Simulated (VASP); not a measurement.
Wanted: the native input for a VASP 6.6.1 run.

- Task: single point
- Functional: PBE
- Potentials or basis: VASP PAW PBE potentials, release 64 (Ag)
- Cutoff: 520 eV
- k mesh: 18 × 18 × 18
- Occupations: gaussian, width 0.1 eV
- Spin: no spin polarisation
- Dipole correction: no
- Further INCAR settings: ALGO = Normal; EDIFF = 1e-07; NBANDS = 12

The structure of Ag lies in POSCAR:

```
Ag
1.0
    0.0000000000      2.0735893383      2.0735893383
    2.0735893383      0.0000000000      2.0735893383
    2.0735893383      2.0735893383      0.0000000000
Ag
1
Direct
    0.0000000000      0.0000000000      0.0000000000
```

One way to write it, as run:

INCAR

```
SYSTEM = Ag
PREC = Accurate ; ENCUT = 520
EDIFF = 1E-7 ; ISMEAR = 0
SIGMA = 0.1 ; LREAL = .False.
LASPH = .True. ; NELM = 100
ALGO = Normal ; ISIF = 2
LWAVE = .False. ; LCHARG = .False.
GGA = PE ; NBANDS = 12
```

KPOINTS

```
Automatic mesh
0
Gamma
  18 18 18
  0 0 0
```

Potentials or basis: VASP PAW PBE potentials, release 64 (Ag).

Launch:

```bash
$ cat potpaw_PBE.64/Ag/POTCAR > POTCAR
$ mpirun -np 1 vasp_std > vasp.out
```

Results of the run:

```yaml
Pressure: -0.1 GPa
```

Wall time 24 s on 1 thread of Intel(R) Xeon(R) Platinum 8259CL CPU @ 2.50GHz (Skylake/Cascade Lake) (shared host), peak memory 0.17 GiB.
